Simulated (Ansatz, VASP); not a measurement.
GaAs: VASP beside Ansatz

```xyz
2
Lattice="0.0000 2.8751 2.8751 2.8751 0.0000 2.8751 2.8751 2.8751 0.0000" Properties=species:S:1:pos:R:3 pbc="T T T"
Ga    0.0000    0.0000    0.0000
As    1.4375    1.4375    1.4375
```

Alike in both runs: task relaxation of cell and atoms; functional PBE; k mesh 10 × 10 × 10; occupations gaussian, width 0.01 eV; no spin polarisation.

|  | VASP | Ansatz |
| --- | --- | --- |
| version | VASP 6.6.1 | Ansatz 0.2.0 |
| potentials or method | VASP PAW PBE potentials, release 64 (Ga_d, As), cutoff 500 eV | scalar-relativistic, plane waves, PAW |
| valence electrons in the cell | 18 | 28 |

|  | VASP | Ansatz | Ansatz less VASP |
| --- | --- | --- | --- |
| gap on the k mesh at the Fermi level, each at its own relaxed structure (eV) | 0.15 | 0.16 | +0.013 |
| relaxed volume (Å³/atom) | 23.77 | 23.71 | -0.053 |
| relaxed length of the cell vector where the two differ most in proportion (Å) | 4.066 | 4.063 | -0.0030 |

VASP's potentials hold 18 valence electrons a cell and Ansatz's 28, so a difference there can come from the potentials and not from the codes.

Noted on VASP's run: the relaxation stopped at its first step, so nothing moved.
